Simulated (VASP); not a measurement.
# CuW17S35 (a cell with a defect) in VASP: single point with PBE

Aim: the single point of CuW17S35 (a cell with a defect) with PBE.

All numbers are computed with VASP 6.6.1; they aren't measurements. Logs are shortened: lines on timing, memory, paths and dates and some standing lists are left out, and cuts for length are marked.

## Step 1: The cell of the first run

The cell holds a defect, 53 atoms: a = 9.381 Å, b = 9.381 Å, c = 12.165 Å, α = 90.00°, β = 90.00°, γ = 120.00°.

## Step 2: Single point, PBE

INCAR

```
SYSTEM = CuW17S35
ALGO = Normal
EDIFF = 1E-6
ENCUT = 520
GGA = PE
GGA_COMPAT = .FALSE.
ISIF = 2
ISMEAR = -1
LASPH = .TRUE.
LCHARG = .TRUE.
LELF = .TRUE.
LREAL = Auto
LVHAR = .TRUE.
LWAVE = .FALSE.
NBANDS = 262
NELECT = 458.0
NELM = 120
PREC = Accurate
SIGMA = 0.01
```

KPOINTS

```
k-points
0
G
  1 1 1
  0 0 0
```

POSCAR

```
CuW17S35
1.0
    9.3812494643     -0.0000000850      0.0000000000
   -4.6906246585      8.1244003979      0.0000000000
    0.0000000000      0.0000000000     12.1647637133
W S Cu
17 35 1
Direct
    0.1115353069      0.2194034392      0.2509301250
    0.2182827303      0.1003163864      0.7520155069
    0.1113621021      0.5527787349      0.2506209909
    0.2202465660      0.4440139691      0.7454840791
    0.1114673904      0.8863497451      0.2507503616
    0.2218900560      0.7793309339      0.7510928519
    0.4449382478      0.2197289328      0.2506993184
    0.5465694232      0.1070306741      0.7531351370
    0.4448779837      0.5527636430      0.2509390314
    0.4447432296      0.8862516847      0.2507446670
    0.5518105054      0.7794734298      0.7483283633
    0.7780660021      0.2195191445      0.2507530143
    0.8868760401      0.1096388762      0.7491703410
    0.7783340573      0.5529454673      0.2508881170
    0.8899296795      0.4472633807      0.7570574972
    0.7779533508      0.8860792469      0.2507698671
    0.8941246446      0.7792234793      0.7520761544
    0.1131372805      0.2159316092      0.6184371065
    0.2224438608      0.1094023621      0.1199990848
    0.1122293669      0.2221164194      0.8782893771
    0.2225139884      0.1090735000      0.3813829336
    0.1044289868      0.5547608671      0.6204205869
    0.2223246167      0.4421530442      0.1201461182
    0.1188897042      0.5559307425      0.8818884862
    0.2217257604      0.4422638484      0.3813116828
    0.1141578662      0.8885342514      0.6168075620
    0.2220840298      0.7757167317      0.1203127055
    0.1136306731      0.8918106934      0.8865157777
    0.2216545745      0.7752838678      0.3811533382
    0.5552215752      0.1089693236      0.1199777778
    0.4507324119      0.2391238468      0.8677583059
    0.5552093489      0.1091179573      0.3814714449
    0.4337795629      0.5505959931      0.6126542746
    0.5557120121      0.4426098152      0.1203427486
    0.4524714459      0.5578486613      0.8721262350
    0.5551206074      0.4417467438      0.3816043792
    0.4399611246      0.8926316461      0.6177251207
    0.5550149053      0.7752718417      0.1200017195
    0.4458021370      0.8915221729      0.8811586411
    0.5552611073      0.7756510792      0.3813460304
    0.7679135942      0.2224322406      0.6231561177
    0.8886146564      0.1088946773      0.1202587559
    0.7758460031      0.2200791454      0.8811409057
    0.8884165070      0.1090240157      0.3814769653
    0.7631667434      0.5448021172      0.6298519246
    0.8886613437      0.4424086235      0.1199793140
    0.7983622753      0.5650556833      0.8904081976
    0.8885494374      0.4421208110      0.3814738095
    0.7768819735      0.8843590729      0.6200377541
    0.8886948853      0.7757151943      0.1203926271
    0.7771873956      0.8868923261      0.8794223444
    0.8886522386      0.7755171083      0.3815829075
    0.5182748721      0.4264302716      0.7331721778
```

Potentials or basis: VASP PAW PBE potentials, release 64 (W_sv, S, Cu).

Launch:

```sh
cat potpaw_PBE.64/W_sv/POTCAR potpaw_PBE.64/S/POTCAR potpaw_PBE.64/Cu/POTCAR > POTCAR
mpirun -np 1 vasp_gam > vasp.out
```

OUTCAR:

```text
SYSTEM = CuW17S35
   EDIFF = 1E-6
   ENCUT = 520
   GGA = PE
   ISIF = 2
   ISMEAR = -1
   LASPH = .TRUE.
   LREAL = Auto
   NELECT = 458.0
   NELM = 120
   PREC = Accurate

 ion  position               nearest neighbor table
   1  0.112  0.219  0.251-  21 2.40  19 2.40  25 2.41  23 2.41  42 2.41  44 2.41   5 3.12   7 3.13
                             9 3.13  16 3.13   3 3.13  12 3.13
   2  0.218  0.100  0.752-  28 2.36  31 2.37  26 2.38  20 2.41  18 2.42  53 2.95  17 3.03   6 3.03
                             8 3.05  13 3.15   4 3.22
   3  0.111  0.553  0.251-  25 2.40  23 2.40  29 2.41  27 2.41  46 2.41  48 2.41  14 3.13  12 3.13
                            10 3.13   1 3.13   5 3.13   9 3.13
   4  0.220  0.444  0.745-  33 2.37  22 2.39  24 2.40  18 2.41  20 2.42  35 2.44  53 2.89  15 3.12
                            11 3.13  13 3.13   6 3.14   2 3.22
   5  0.111  0.886  0.251-  29 2.40  27 2.40  50 2.41  21 2.41  52 2.41  19 2.41   1 3.12  14 3.13
                            10 3.13  16 3.13   7 3.13   3 3.13
   6  0.222  0.779  0.751-  37 2.40  26 2.40  39 2.41  24 2.42  22 2.42  28 2.44   2 3.03   8 3.06
                            17 3.07  11 3.09  15 3.12   4 3.14
   7  0.445  0.220  0.251-  32 2.40  30 2.40  36 2.41  21 2.41  34 2.41  19 2.41   9 3.12  12 3.13
                             1 3.13  14 3.13  10 3.13   5 3.13
   8  0.547  0.107  0.753-  31 2.32  39 2.34  41 2.39  37 2.40  43 2.43   2 3.05   6 3.06  11 3.10
                            13 3.18  15 3.21
   9  0.445  0.553  0.251-  34 2.40  36 2.40  40 2.41  23 2.41  25 2.41  38 2.41   7 3.12  16 3.13
                             1 3.13  14 3.13   3 3.13  10 3.13
  10  0.445  0.886  0.251-  40 2.40  38 2.40  27 2.41  29 2.41  30 2.41  32 2.41  12 3.13  16 3.13
                             5 3.13   7 3.13   3 3.13   9 3.13
  11  0.552  0.779  0.748-  35 2.35  39 2.40  49 2.41  37 2.42  51 2.43  33 2.49   6 3.09   8 3.10
                            13 3.12   4 3.13  17 3.21
  12  0.778  0.220  0.251-  44 2.40  42 2.40  48 2.41  32 2.41  30 2.41  46 2.41   7 3.13   3 3.13
                            14 3.13  10 3.13  16 3.13   1 3.13
  13  0.887  0.110  0.749-  51 2.41  43 2.41  49 2.41  20 2.41  41 2.43  18 2.43  11 3.12   4 3.13
                            17 3.13   2 3.15  15 3.15   8 3.18
  14  0.778  0.553  0.251-  48 2.40  46 2.40  34 2.41  50 2.41  52 2.41  36 2.41   3 3.13   5 3.13
                            12 3.13   7 3.13  16 3.13   9 3.13
  15  0.890  0.447  0.757-  47 2.35  43 2.38  45 2.39  24 2.40  22 2.41  41 2.45  17 3.10   6 3.12
                             4 3.12  13 3.15   8 3.21
  16  0.778  0.886  0.251-  50 2.40  52 2.40  40 2.41  42 2.41  44 2.41  38 2.41   9 3.13  10 3.13
                            14 3.13   5 3.13  12 3.13   1 3.13
  17  0.894  0.779  0.752-  51 2.39  49 2.42  45 2.42  28 2.42  47 2.42  26 2.43   2 3.03   6 3.07
[... 28 lines left out ...]
  45  0.763  0.545  0.630-  53 2.35  15 2.39  17 2.42
  46  0.889  0.442  0.120-  14 2.40   3 2.41  12 2.41
  47  0.798  0.565  0.890-  15 2.35  17 2.42
  48  0.889  0.442  0.381-  14 2.40  12 2.41   3 2.41
  49  0.777  0.884  0.620-  11 2.41  13 2.41  17 2.42
  50  0.889  0.776  0.120-  16 2.40   5 2.41  14 2.41
  51  0.777  0.887  0.879-  17 2.39  13 2.41  11 2.43
  52  0.889  0.776  0.382-  16 2.40  14 2.41   5 2.41
  53  0.518  0.426  0.733-  31 2.25  33 2.25  35 2.35  45 2.35   4 2.89   2 2.95

  LATTYP: Found a hexagonal cell.
 ALAT       =     9.3812494643
 C/A-ratio  =     1.2967103966

  Lattice vectors:

 A1 = (   9.3812494643,  -0.0000000850,   0.0000000000)
 A2 = (  -4.6906246585,   8.1244003979,   0.0000000000)
 A3 = (   0.0000000000,   0.0000000000,  12.1647637133)

Analysis of symmetry for initial positions (statically):
=====================================================================
 Subroutine PRICEL returns:
 Original cell was already a primitive cell.

 Routine SETGRP: Setting up the symmetry group for a
 hexagonal supercell.

 Subroutine GETGRP returns: Found  1 space group operations
 (whereof  1 operations were pure point group operations)
 out of a pool of 24 trial point group operations.

The static configuration has the point symmetry C_1 .

Analysis of symmetry for dynamics (positions and initial velocities):
=====================================================================
 Subroutine PRICEL returns:
 Original cell was already a primitive cell.

 Routine SETGRP: Setting up the symmetry group for a
 hexagonal supercell.

 Subroutine GETGRP returns: Found  1 space group operations
 (whereof  1 operations were pure point group operations)
 out of a pool of 24 trial point group operations.

The dynamic configuration has the point symmetry C_1 .

 Subroutine INISYM returns: Found  1 space group operations
 (whereof  1 operations are pure point group operations),
[... 134 lines left out ...]

 Generating k-lattice:

  Cartesian coordinates                     Fractional coordinates (reciprocal lattice)
     0.106595610  0.061543003  0.000000000     1.000000000 -0.000000000  0.000000000
     0.000000001  0.123086007  0.000000000     0.000000000  1.000000000  0.000000000
     0.000000000  0.000000000  0.082204638     0.000000000  0.000000000  1.000000000

  Length of vectors
     0.123086007  0.123086007  0.082204638

  Shift w.r.t. Gamma in fractional coordinates (k-lattice)
     0.000000000  0.000000000  0.000000000

 Subroutine IBZKPT returns following result:
 ===========================================

 Found      1 irreducible k-points:

 Following reciprocal coordinates:
            Coordinates               Weight
  0.000000  0.000000  0.000000      1.000000
   k-points           NKPTS =      1   k-points in BZ     NKDIM =      1   number of bands    NBANDS=    262
   number of dos      NEDOS =    301   number of ions     NIONS =     53
   total plane-waves  NPLWV = 441000
   dimension x,y,z NGX =    70 NGY =   70 NGZ =   90
   dimension x,y,z NGXF=   140 NGYF=  140 NGZF=  180
   ions per type =              17  35   1
   NGX,Y,Z   is equivalent  to a cutoff of  12.40, 12.40, 12.30 a.u.
   NGXF,Y,Z  is equivalent  to a cutoff of  24.81, 24.81, 24.60 a.u.
 SYSTEM =  CuW17S35
   PREC   = accura    normal or accurate (medium, high low for compatibility)
   ISTART =      0    job   : 0-new  1-cont  2-samecut
   ICHARG =      2    charge: 1-file 2-atom 10-const
   ISPIN  =      1    spin polarized calculation?
   LNONCOLLINEAR =      F non collinear calculations
   LSORBIT =      F    spin-orbit coupling
   LASPH  =      T    aspherical Exc in radial PAW
   ENCUT  =  520.0 eV  38.22 Ry    6.18 a.u.  17.44 17.44 22.62*2*pi/ulx,y,z
   NELM   =    120;   NELMIN=  2; NELMDL= -5     # of ELM steps
   EDIFF  = 0.1E-05   stopping-criterion for ELM
   LREAL  =      T    real-space projection
   EDIFFG = 0.1E-04   stopping-criterion for IOM
   NSW    =      0    number of steps for IOM
   IBRION =     -1    ionic relax: 0-MD 1-quasi-New 2-CG
   NFREE  =      0    steps in history (QN), initial steepest desc. (CG)
   ISIF   =      2    stress and relaxation
   ISYM   =      2    0-nonsym 1-usesym 2-fastsym
   POTIM  = 0.5000    time-step for ionic-motion
   TEBEG  =    0.0;   TEEND  =   0.0 temperature during run
   PSTRESS=    0.0 pullay stress
   NELECT =     458.0000    total number of electrons
   NUPDOWN=      -1.0000    fix difference up-down
   EMIN   =  10.00;   EMAX   =-10.00  energy-range for DOS
   EFERMI =   0.00;   METHOD = LEGACY
   ISMEAR =    -1;   SIGMA  =   0.01  broadening in eV -4-tet -1-fermi 0-gaus
   EFERMI_NEDOS =   21; number of points for ismear=-14 and -15
   IALGO  =     38    algorithm
   IMIX   =      4    mixing-type and parameters
     AMIX     =   0.40;   BMIX     =  1.00
     AMIX_MAG =   1.60;   BMIX_MAG =  1.00
  volume/ion in A,a.u.               =      17.49       118.05
  Fermi-wavevector in a.u.,A,eV,Ry     =   1.294131  2.445552 22.786683  1.674774
  Thomas-Fermi vector in A             =   2.425733
   LORBIT       =      0    0 simple, 1 ext, 2 COOP (PROOUT), +10 PAW based schemes
   GGA     = PE    functional components
   LHFCALC =     F    Hartree Fock is set to
   AEXX    =    0.0000 exact exchange contribution
   IVDW    =     0    specifies the selected vdW correction
   LEPSILON=     F    determine dielectric tensor
   LRPA    =     F    only Hartree local field effects (RPA)
 non-spin polarized calculation
  energy-cutoff  :      520.00
  volume of cell :      927.16
 maximum number of plane-waves:     12542
 NGX is ok and might be reduce to    70
   NGX = 35   NGY = 35   NGZ = 45

 number of electron     458.0000008 magnetization

 Free energy of the ion-electron system (eV)
  ---------------------------------------------------
  ext. energy  EPLUGINS =         0.00000000
  ---------------------------------------------------
  free energy    TOTEN  =      -410.64201152 eV

  energy without entropy =     -410.64201111  energy(sigma->0) =     -410.64201132

 E-fermi :   7.4868     XC(G=0): -11.0049

 val. band max:        7.3446997740   @ k =   0.0000   0.0000   0.0000
 cond. band min:       7.6288659800   @ k =   0.0000   0.0000   0.0000
 fundamental gap:      0.2841662059
 Fermi energy:         7.4867836381

 k-point     1 :       0.0000    0.0000    0.0000
  band No.  band energies     occupation
      1     -67.2074      2.00000
      2     -67.2013      2.00000
      3     -67.1301      2.00000
      4     -67.1121      2.00000
      5     -67.1058      2.00000
      6     -67.0744      2.00000
[... 233 lines left out ...]
    240       9.2451      0.00000
    241       9.2888      0.00000
 [bands above 241 left out]

------------------------ aborting loop because EDIFF is reached ----------------------------------------

  FORCE on cell =-STRESS in cart. coord.  units (eV):
  Direction    XX          YY          ZZ          XY          YZ          ZX
  --------------------------------------------------------------------------------------
  -------------------------------------------------------------------------------------
  Total       30.3882633     27.8954229     -5.0082723      0.9778222     -0.7137852      0.0817267
  in kB       52.5122690     48.2045300     -8.6545170      1.6897202     -1.2334525      0.1412273
  external PRESSURE =      30.6874274 kB  Pullay stress =       0.0000000 kB

 VOLUME and BASIS-vectors are now :
 -----------------------------------------------------------------------------
  energy-cutoff  :      520.00
  volume of cell :      927.16
      direct lattice vectors                 reciprocal lattice vectors
     9.381249464 -0.000000085  0.000000000     0.106595610  0.061543003  0.000000000
    -4.690624658  8.124400398  0.000000000     0.000000001  0.123086007  0.000000000
     0.000000000  0.000000000 12.164763713     0.000000000  0.000000000  0.082204638

 POSITION                                       TOTAL-FORCE (eV/Angst)
 -----------------------------------------------------------------------------------
      0.01720      1.78252      3.05251        -0.136984      0.097466     -0.096689
      1.57722      0.81501      9.14809         0.191294      0.599724      0.674491
     -1.54816      4.49100      3.04875        -0.182954      0.139149     -0.022390
     -0.01651      3.60735      9.06864         0.103262     -0.176215      0.022103
     -3.11183      7.20106      3.05032        -0.189605      0.075312     -0.032511
     -1.57394      6.33160      9.13687         0.021153      0.108619     -0.068462
[... 45 lines left out ...]
      4.69901      6.30061      4.64187         0.116731     -0.050138     -0.401726
      2.86184      3.46449      8.91887        -0.036235     -0.437567     -0.100246
 -----------------------------------------------------------------------------------
    total drift:                               -0.006150     -0.002165      0.001670

  FREE ENERGIE OF THE ION-ELECTRON SYSTEM (eV)
  ---------------------------------------------------
  free  energy   TOTEN  =      -410.6420115241 eV

  energy  without entropy=     -410.6420111134  energy(sigma->0) =     -410.64201132
```

Wall time 31 min (1 thread of Intel Xeon 8259CL, shared host); peak memory 0.9 GiB.

What came out:

```yaml
Free_energy: -410.6420 eV
Largest_force: 1.030 eV/Å
```

Forces on the atoms (eV/Å):
```
W   -0.137  0.097 -0.097
W    0.191  0.600  0.674
W   -0.183  0.139 -0.022
W    0.103 -0.176  0.022
W   -0.190  0.075 -0.033
W    0.021  0.109 -0.068
W   -0.164  0.133 -0.040
W    0.106  0.173  0.210
W   -0.219  0.092 -0.033
W   -0.190  0.044 -0.032
W    0.325 -0.063 -0.031
W   -0.299  0.129 -0.067
W    0.123 -0.341 -0.108
W   -0.202  0.054 -0.064
W    0.444 -0.340 -0.095
W   -0.161  0.136  0.015
W   -0.123 -0.460  0.286
S   -0.133  0.187  0.395
S    0.118 -0.046  0.427
S    0.049 -0.033 -0.559
S    0.122 -0.037 -0.335
S   -0.140  0.078  0.545
S    0.100 -0.045  0.445
S   -0.046 -0.025 -0.486
S    0.114 -0.010 -0.426
S    0.025 -0.063  0.597
S    0.088 -0.043  0.403
S    0.065 -0.135 -1.019
S    0.118 -0.023 -0.437
S    0.051 -0.020  0.399
S    0.005  0.060 -0.471
S    0.059 -0.030 -0.378
S   -0.020  0.289  0.250
S    0.074 -0.102  0.404
S   -0.091 -0.025 -0.099
S    0.137 -0.071 -0.349
S   -0.089 -0.060  0.456
S    0.062 -0.054  0.420
S    0.095 -0.189 -0.346
S    0.043 -0.063 -0.411
S   -0.010  0.211  0.331
S    0.105 -0.064  0.427
S   -0.317  0.075 -0.420
S    0.116 -0.092 -0.421
S    0.025  0.201  0.453
S    0.084 -0.065  0.467
S   -0.270  0.135 -0.227
S    0.067 -0.019 -0.417
S   -0.043  0.096  0.537
S    0.116 -0.059  0.424
S   -0.207  0.125 -0.594
S    0.117 -0.050 -0.402
Cu  -0.036 -0.438 -0.100
```

Caveat: the k points lie up to 0.77 Å⁻¹ apart; the cell carries a net charge on a neutralising background, which shifts energy and pressure; the cell is charged against a uniform background, so pressure and absolute levels hang on convention; spin-orbit coupling is left out, which moves the levels of the heavy elements.
